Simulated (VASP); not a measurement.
# CrNi (R-3m) in VASP: a series of runs

The runs below take CrNi through single point, with PBE.

Everything below comes from runs of VASP 6.6.1. Logs are shortened: lines on timing, memory, paths and dates and some standing lists are left out, and cuts for length are marked.

### 1 The cell of the first run

It takes space group R-3m (No. 166, trigonal). The conventional cell has a = 2.489 Å, b = 2.489 Å, c = 12.443 Å, α = 90.00°, β = 90.00°, γ = 120.00°. Within 3.3 Å of Cr (site symmetry -3m) lie 6 Cr at 2.49 Å and 6 Ni at 2.52 Å. Ni (site symmetry -3m) has 6 Ni at 2.49 Å and 6 Cr at 2.52 Å within 3.3 Å.

### 2 Single point, PBE

Input file INCAR:

```
  PREC = Accurate
  ENCUT = 520
  EDIFF = 1E-6
  ISMEAR = -1
  SIGMA = 0.008617333262145177
  LREAL = False
  LASPH = True
  NELM = 80
  ALGO = Normal
  ISIF = 2
  LWAVE = False
  LCHARG = False
  GGA = PE
  NELECT = 21.0
  NBANDS = 18
```

Input file KPOINTS:

```
regular mesh
0
Gamma
  4 4 4
```

Input file POSCAR:

```
CrNi
1.0
    1.2444927944      0.7185082499      4.1478027932
   -1.2444927944      0.7185082499      4.1478027932
    0.0000000000     -1.4370164998      4.1478027932
Cr Ni
1 1
Direct
    0.0000000000      0.0000000000      0.0000000000
    0.5000000000      0.5000000000      0.5000000000
```

Potentials or basis: VASP PAW PBE potentials, release 64 (Cr_pv, Ni).

Run with:

```console
$ cat potpaw_PBE.64/Cr_pv/POTCAR potpaw_PBE.64/Ni/POTCAR > POTCAR
$ mpirun -np 1 vasp_std > vasp.out
```

OUTCAR:

```text
PREC = Accurate
   ENCUT = 520
   EDIFF = 1E-6
   ISMEAR = -1
   LREAL = False
   LASPH = True
   NELM = 80
   ISIF = 2
   GGA = PE
   NELECT = 21.0

 ion  position               nearest neighbor table
   1  0.000  0.000  0.000-   2 2.52   2 2.52   2 2.52   2 2.52   2 2.52   2 2.52
   2  0.500  0.500  0.500-   1 2.52   1 2.52   1 2.52   1 2.52   1 2.52   1 2.52

  LATTYP: Found a trigonal (rhomboedric) cell.
 ALAT       =     4.3896793085
 COS(alpha) =     0.8392506664

  Lattice vectors:

 A1 = (   1.2444927944,   0.7185082499,   4.1478027932)
 A2 = (  -1.2444927944,   0.7185082499,   4.1478027932)
 A3 = (   0.0000000000,  -1.4370164998,   4.1478027932)

Analysis of symmetry for initial positions (statically):
=====================================================================
 Subroutine PRICEL returns:
 Original cell was already a primitive cell.

 Routine SETGRP: Setting up the symmetry group for a
 trigonal (rhombohedral) supercell.

 Subroutine GETGRP returns: Found 12 space group operations
 (whereof 12 operations were pure point group operations)
 out of a pool of 12 trial point group operations.

The static configuration has the point symmetry D_3d.

Analysis of symmetry for dynamics (positions and initial velocities):
=====================================================================
 Subroutine PRICEL returns:
 Original cell was already a primitive cell.

 Routine SETGRP: Setting up the symmetry group for a
 trigonal (rhombohedral) supercell.

 Subroutine GETGRP returns: Found 12 space group operations
 (whereof 12 operations were pure point group operations)
 out of a pool of 12 trial point group operations.

The dynamic configuration has the point symmetry D_3d.

 Subroutine INISYM returns: Found 12 space group operations
 (whereof 12 operations are pure point group operations),
 and found     1 'primitive' translations

----------------------------------------------------------------------------------------

                                     Primitive cell

  volume of cell :      22.2533

  direct lattice vectors                    reciprocal lattice vectors
     1.244492794  0.718508250  4.147802793     0.401770104  0.231962078  0.080363834
    -1.244492794  0.718508250  4.147802793    -0.401770104  0.231962078  0.080363834
     0.000000000 -1.437016500  4.147802793     0.000000000 -0.463924156  0.080363834

  length of vectors
     4.389679309  4.389679309  4.389679309     0.470833270  0.470833270  0.470833270

  position of ions in fractional coordinates (direct lattice)
     0.000000000  0.000000000  0.000000000
     0.500000000  0.500000000  0.500000000

  ion indices of the primitive-cell ions
   primitive index   ion index
                 1           1
                 2           2

----------------------------------------------------------------------------------------

 KPOINTS: regular mesh

Automatic generation of k-mesh.
 Grid dimensions read from file:
 generate k-points for:    4    4    4

 Generating k-lattice:

  Cartesian coordinates                     Fractional coordinates (reciprocal lattice)
     0.100442526  0.057990519  0.020090958     0.250000000  0.000000000  0.000000000
    -0.100442526  0.057990519  0.020090958     0.000000000  0.250000000  0.000000000
     0.000000000 -0.115981039  0.020090958     0.000000000  0.000000000  0.250000000

  Length of vectors
     0.117708318  0.117708318  0.117708318

  Shift w.r.t. Gamma in fractional coordinates (k-lattice)
     0.000000000  0.000000000  0.000000000

 Subroutine IBZKPT returns following result:
 ===========================================

 Found     13 irreducible k-points:

 Following reciprocal coordinates:
            Coordinates               Weight
  0.000000  0.000000  0.000000      1.000000
  0.250000  0.000000  0.000000      6.000000
  0.500000  0.000000  0.000000      3.000000
  0.250000  0.250000  0.000000      6.000000
  0.500000  0.250000  0.000000     12.000000
 -0.250000  0.250000  0.000000      6.000000
  0.500000  0.500000  0.000000      3.000000
  0.250000  0.250000  0.250000      2.000000
  0.500000  0.250000  0.250000      6.000000
 -0.250000  0.250000  0.250000      6.000000
  0.500000  0.500000  0.250000      6.000000
 -0.250000  0.500000  0.250000      6.000000
  0.500000  0.500000  0.500000      1.000000
   k-points           NKPTS =     13   k-points in BZ     NKDIM =     13   number of bands    NBANDS=     18
   number of dos      NEDOS =    301   number of ions     NIONS =      2
   total plane-waves  NPLWV =  46656
   dimension x,y,z NGX =    36 NGY =   36 NGZ =   36
   dimension x,y,z NGXF=    72 NGYF=   72 NGZF=   72
   ions per type =               1   1
   NGX,Y,Z   is equivalent  to a cutoff of  13.63, 13.63, 13.63 a.u.
   NGXF,Y,Z  is equivalent  to a cutoff of  27.27, 27.27, 27.27 a.u.
 SYSTEM =  unknown system
   PREC   = accura    normal or accurate (medium, high low for compatibility)
   ISTART =      0    job   : 0-new  1-cont  2-samecut
   ICHARG =      2    charge: 1-file 2-atom 10-const
   ISPIN  =      1    spin polarized calculation?
   LNONCOLLINEAR =      F non collinear calculations
   LSORBIT =      F    spin-orbit coupling
   LASPH  =      T    aspherical Exc in radial PAW
   ENCUT  =  520.0 eV  38.22 Ry    6.18 a.u.   8.16  8.16  8.16*2*pi/ulx,y,z
   NELM   =     80;   NELMIN=  2; NELMDL= -5     # of ELM steps
   EDIFF  = 0.1E-05   stopping-criterion for ELM
   LREAL  =      F    real-space projection
   EDIFFG = 0.1E-04   stopping-criterion for IOM
   NSW    =      0    number of steps for IOM
   IBRION =     -1    ionic relax: 0-MD 1-quasi-New 2-CG
   NFREE  =      0    steps in history (QN), initial steepest desc. (CG)
   ISIF   =      2    stress and relaxation
   ISYM   =      2    0-nonsym 1-usesym 2-fastsym
   POTIM  = 0.5000    time-step for ionic-motion
   TEBEG  =    0.0;   TEEND  =   0.0 temperature during run
   PSTRESS=    0.0 pullay stress
   NELECT =      21.0000    total number of electrons
   NUPDOWN=      -1.0000    fix difference up-down
   EMIN   =  10.00;   EMAX   =-10.00  energy-range for DOS
   EFERMI =   0.00;   METHOD = LEGACY
   ISMEAR =    -1;   SIGMA  =   0.01  broadening in eV -4-tet -1-fermi 0-gaus
   EFERMI_NEDOS =   21; number of points for ismear=-14 and -15
   IALGO  =     38    algorithm
   IMIX   =      4    mixing-type and parameters
     AMIX     =   0.40;   BMIX     =  1.00
     AMIX_MAG =   1.60;   BMIX_MAG =  1.00
  volume/ion in A,a.u.               =      11.13        75.09
  Fermi-wavevector in a.u.,A,eV,Ry     =   1.605770  3.034466 35.082600  2.578498
  Thomas-Fermi vector in A             =   2.702064
   LORBIT       =      0    0 simple, 1 ext, 2 COOP (PROOUT), +10 PAW based schemes
   GGA     = PE    functional components
   LHFCALC =     F    Hartree Fock is set to
   AEXX    =    0.0000 exact exchange contribution
   IVDW    =     0    specifies the selected vdW correction
   LEPSILON=     F    determine dielectric tensor
   LRPA    =     F    only Hartree local field effects (RPA)
 non-spin polarized calculation
  energy-cutoff  :      520.00
  volume of cell :       22.25
 maximum number of plane-waves:       609
 NGX is ok and might be reduce to    36
   NGX = 17   NGY = 17   NGZ = 17

 number of electron      21.0000002 magnetization

 Free energy of the ion-electron system (eV)
  ---------------------------------------------------
  ext. energy  EPLUGINS =         0.00000000
  ---------------------------------------------------
  free energy    TOTEN  =       -24.59064682 eV

  energy without entropy =      -24.58924665  energy(sigma->0) =      -24.58994674

 E-fermi :   9.6238     XC(G=0): -13.1215

 val. band max:        9.6226759958   @ k =   0.5000   0.2500   0.2500
 cond. band min:       9.6916005774   @ k =   0.2500   0.0000   0.0000
 fundamental gap:      0.0689245816
 Fermi energy:         9.6238199421

 k-point     1 :       0.0000    0.0000    0.0000
  band No.  band energies     occupation
      1     -33.6986      2.00000
      2     -33.0519      2.00000
      3     -33.0519      2.00000
      4       2.2080      2.00000
      5       5.6691      2.00000
      6       7.9382      2.00000
[... 10 lines left out ...]
     17      17.6872      0.00000
     18      31.0374      0.00000

 k-point     2 :       0.2500    0.0000    0.0000
  band No.  band energies     occupation
      1     -33.6404      2.00000
      2     -33.4459      2.00000
      3     -33.1421      2.00000
      4       4.3049      2.00000
      5       6.7195      2.00000
      6       7.2557      2.00000
[... 10 lines left out ...]
     17      18.7237      0.00000
     18      24.3848      0.00000

 k-point     3 :       0.5000    0.0000    0.0000
  band No.  band energies     occupation
      1     -33.8267      2.00000
      2     -33.5817      2.00000
      3     -33.2313      2.00000
      4       6.3541      2.00000
      5       6.6569      2.00000
      6       6.8326      2.00000
[... 10 lines left out ...]
     17      19.3268      0.00000
     18      21.0001      0.00000

 k-point     4 :       0.2500    0.2500    0.0000
  band No.  band energies     occupation
      1     -33.6405      2.00000
      2     -33.4456      2.00000
      3     -33.1420      2.00000
      4       4.3986      2.00000
      5       6.4443      2.00000
      6       6.9658      2.00000
[... 10 lines left out ...]
     17      20.0090      0.00000
     18      25.1440      0.00000

 k-point     5 :       0.5000    0.2500    0.0000
  band No.  band energies     occupation
      1     -33.6803      2.00000
      2     -33.5811      2.00000
      3     -33.3835      2.00000
      4       6.5026      2.00000
      5       6.5648      2.00000
      6       7.0254      2.00000
[... 10 lines left out ...]
     17      19.7344      0.00000
     18      21.3362      0.00000

 k-point     6 :      -0.2500    0.2500    0.0000
  band No.  band energies     occupation
      1     -33.6808      2.00000
      2     -33.5810      2.00000
      3     -33.3834      2.00000
      4       6.6143      2.00000
      5       6.7298      2.00000
      6       7.2688      2.00000
[... 10 lines left out ...]
     17      19.4119      0.00000
     18      21.3510      0.00000

 k-point     7 :       0.5000    0.5000    0.0000
  band No.  band energies     occupation
      1     -33.8254      2.00000
      2     -33.5802      2.00000
      3     -33.2310      2.00000
      4       5.5895      2.00000
      5       5.7746      2.00000
      6       6.1846      2.00000
[... 10 lines left out ...]
     17      17.7638      0.00000
     18      21.5392      0.00000

 k-point     8 :       0.2500    0.2500    0.2500
  band No.  band energies     occupation
      1     -33.7014      2.00000
      2     -33.0520      2.00000
      3     -33.0520      2.00000
      4       2.7985      2.00000
      5       5.5458      2.00000
      6       7.8493      2.00000
[... 10 lines left out ...]
     17      20.3152      0.00000
     18      30.7145      0.00000

 k-point     9 :       0.5000    0.2500    0.2500
  band No.  band energies     occupation
      1     -33.6423      2.00000
      2     -33.4455      2.00000
      3     -33.1422      2.00000
      4       4.9424      2.00000
      5       6.6444      2.00000
      6       7.1525      2.00000
[... 10 lines left out ...]
     17      23.0267      0.00000
     18      24.2533      0.00000

 k-point    10 :      -0.2500    0.2500    0.2500
  band No.  band energies     occupation
      1     -33.8261      2.00000
      2     -33.5810      2.00000
      3     -33.2311      2.00000
      4       5.9150      2.00000
      5       6.0938      2.00000
      6       6.4000      2.00000
[... 10 lines left out ...]
     17      18.3696      0.00000
     18      22.3185      0.00000

 k-point    11 :       0.5000    0.5000    0.2500
  band No.  band energies     occupation
      1     -33.6424      2.00000
      2     -33.4452      2.00000
      3     -33.1421      2.00000
      4       5.2426      2.00000
      5       6.0381      2.00000
      6       6.8159      2.00000
[... 10 lines left out ...]
     17      24.2546      0.00000
     18      25.0153      0.00000

 k-point    12 :      -0.2500    0.5000    0.2500
  band No.  band energies     occupation
      1     -33.6798      2.00000
      2     -33.5811      2.00000
      3     -33.3837      2.00000
      4       6.3329      2.00000
      5       6.4343      2.00000
      6       7.0392      2.00000
[... 10 lines left out ...]
     17      20.1409      0.00000
     18      20.2477      0.00000

 k-point    13 :       0.5000    0.5000    0.5000
  band No.  band energies     occupation
      1     -33.7042      2.00000
      2     -33.0521      2.00000
      3     -33.0521      2.00000
      4       4.0011      2.00000
      5       4.7566      2.00000
      6       7.3548      2.00000
[... 10 lines left out ...]
     17      24.6723      0.00000
     18      26.1292      0.00000

------------------------ aborting loop because EDIFF is reached ----------------------------------------

  FORCE on cell =-STRESS in cart. coord.  units (eV):
  Direction    XX          YY          ZZ          XY          YZ          ZX
  --------------------------------------------------------------------------------------
  -------------------------------------------------------------------------------------
  Total      -13.6059684    -13.6059684    -14.2777106      0.0000000      0.0000000      0.0000000
  in kB     -979.5949685   -979.5949686  -1027.9586867      0.0000000      0.0000000      0.0000000
  external PRESSURE =    -995.7162079 kB  Pullay stress =       0.0000000 kB

 VOLUME and BASIS-vectors are now :
 -----------------------------------------------------------------------------
  energy-cutoff  :      520.00
  volume of cell :       22.25
      direct lattice vectors                 reciprocal lattice vectors
     1.244492794  0.718508250  4.147802793     0.401770104  0.231962078  0.080363834
    -1.244492794  0.718508250  4.147802793    -0.401770104  0.231962078  0.080363834
     0.000000000 -1.437016500  4.147802793     0.000000000 -0.463924156  0.080363834

 POSITION                                       TOTAL-FORCE (eV/Angst)
 -----------------------------------------------------------------------------------
      0.00000      0.00000      0.00000        -0.000000      0.000000     -0.000000
      0.00000      0.00000      6.22170         0.000000     -0.000000      0.000000
 -----------------------------------------------------------------------------------
    total drift:                                0.000000     -0.000000      0.000000

  FREE ENERGIE OF THE ION-ELECTRON SYSTEM (eV)
  ---------------------------------------------------
  free  energy   TOTEN  =       -24.5906468217 eV

  energy  without entropy=      -24.5892466522  energy(sigma->0) =      -24.58994674
```

It took 25 s on 1 thread of AMD EPYC 7R13 (Zen 3), shared host; peak memory 0.17 GiB.

Results:

- Free energy: -24.5906 eV

Levels at points of the mesh, in eV from the Fermi level:
```
           k point  band 8  band 9  band 10  band 11  band 12  band 13  band 14  band 15
(0.00, 0.00, 0.00)   -1.49   -1.23    -1.23     0.20     0.20     1.00     1.72     1.72
(0.50, 0.00, 0.00)   -1.81   -1.20    -0.54    -0.03     0.85     2.74     3.61     4.97
(0.50, 0.50, 0.00)   -1.47   -0.04     0.43     1.30     1.47     1.73     2.75     4.16
(0.50, 0.50, 0.50)   -1.59   -1.22    -0.89    -0.89    -0.11    -0.11     1.47     1.47
```

Caveat: the k points lie up to 0.74 Å⁻¹ apart; the cell carries a net charge on a neutralising background, which shifts energy and pressure; the cell is charged against a uniform background, so pressure and absolute levels hang on convention; the run has no spin polarisation, though such a crystal can be magnetic. Spin polarisation is off, so any magnetic state and its effect on volume and gap are missing.

### 3 Single point, PBE

Input file INCAR:

```
  PREC = Accurate
  ENCUT = 520
  EDIFF = 1E-6
  ISMEAR = 0
  SIGMA = 0.1
  LREAL = False
  LASPH = True
  NELM = 100
  ALGO = Normal
  ISIF = 2
  LWAVE = False
  LCHARG = False
  GGA = PE
  NBANDS = 18
  NELECT = 22.1
  ISYM = 0
```

Input file KPOINTS:

```
regular mesh
0
Gamma
  7 4 2
```

POSCAR is that of step 2.

Potentials or basis: VASP PAW PBE potentials, release 64 (Cr_pv, Ni).

Run with:

```console
$ cat potpaw_PBE.64/Cr_pv/POTCAR potpaw_PBE.64/Ni/POTCAR > POTCAR
$ mpirun -np 1 vasp_std > vasp.out
```

Run time: 36 s. Hardware: 1 thread of AMD EPYC 7R13 (Zen 3), shared host; peak memory 0.17 GiB.

The run converged. Its results:

```yaml
Free_energy: -13.6063 eV
```

Levels at points of the mesh, in eV from the Fermi level:
| k point | band 9 | band 10 | band 11 | band 12 | band 13 | band 14 |
| --- | --- | --- | --- | --- | --- | --- |
| (0.00, 0.00, 0.00) | -1.67 | -1.66 | -0.37 | -0.02 | -0.01 | 1.57 |
| (0.00, 0.50, 0.00) | -1.68 | -1.19 | -0.43 | 0.61 | 2.75 | 2.77 |
| (0.00, 0.00, 0.50) | -1.68 | -1.19 | -0.43 | 0.61 | 2.75 | 2.77 |
| (0.00, 0.50, 0.50) | -0.42 | -0.09 | 0.11 | 1.33 | 1.54 | 2.76 |

Caveat: the k points lie up to 1.48 Å⁻¹ apart; the cell carries a net charge on a neutralising background, which shifts energy and pressure; the cell is charged against a uniform background, so pressure and absolute levels hang on convention; the run has no spin polarisation, though such a crystal can be magnetic.

(Continued in part 2 of 2.)
